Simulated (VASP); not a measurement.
Runs of VASP 6.6.1 on KCl. The structure is that of space group Pm-3m (No. 221), or close to it. The cells are those of the table. 

| level | spin | cell | k mesh | cutoff (eV) | smearing | gap on the mesh (eV) | pressure (GPa) |
| --- | --- | --- | --- | --- | --- | --- | --- |
| PBE | off | a = 4.011 Å, 2 atoms | 4 × 4 × 4 | 520 | gaussian 0.1 eV | (a) | -1.8 |
| PBE | off | a = 3.839 Å, 2 atoms | 4 × 4 × 4 | 500 | methfessel-paxton 0.6 eV | 4.80 | -0.2 |
| PBE | off | a = 3.839 Å, 2 atoms | 2 × 2 × 2 | 500 | gaussian 0.1 eV | 4.70 | 1.2 |
| PBEsol | off | a = 3.523 Å, 2 atoms | 1 × 1 × 1 | 520 | gaussian 0.1 eV | (c) | 42.8 |
| revPBE | off | a = 4.011 Å, 2 atoms | 2 × 2 × 2 | 500 | gaussian 0.1 eV | 4.53 | 0.2 |
| PBE | off | a = 3.839 Å, 2 atoms | 3 × 3 × 3 | 500 | gaussian 0.1 eV | 4.88 | 0.1 |
| PBE | off | a = 3.839 Å, 2 atoms | 1 × 1 × 1, shifted | 500 | methfessel-paxton 0.0032 eV | 5.99 | 1.3 |
| PBE | collinear, zero start | a = 3.839 Å, 2 atoms | 2 × 2 × 2 | 500 | gaussian 0.1 eV | 4.70 | 1.2 |
| PBE | off | a = 3.839 Å, 2 atoms | 1 × 1 × 1, shifted | 500 | gaussian 0.1 eV | 5.99 | 1.3 |
| PBE | off | a = 3.839 Å, 2 atoms | 3 × 3 × 3 | 520 | gaussian 0.1 eV | 4.88 | 0.1 |
| PBE | off | a = 3.839 Å, 2 atoms | 4 × 4 × 4 | 500 | gaussian 0.1 eV | (b) | 0.0 |

Alike in all rows: task single point; potentials or basis VASP PAW PBE potentials, release 64 (K_sv, Cl).

Question: Fill in the values left out.

Answer: (a) 4.30; (b) 4.79; (c) 5.52.

Caveats: some runs use coarse meshes; the PAW data sets were made with another functional, which shifts forces and pressure a little (some runs).

A k mesh can miss the band edges.
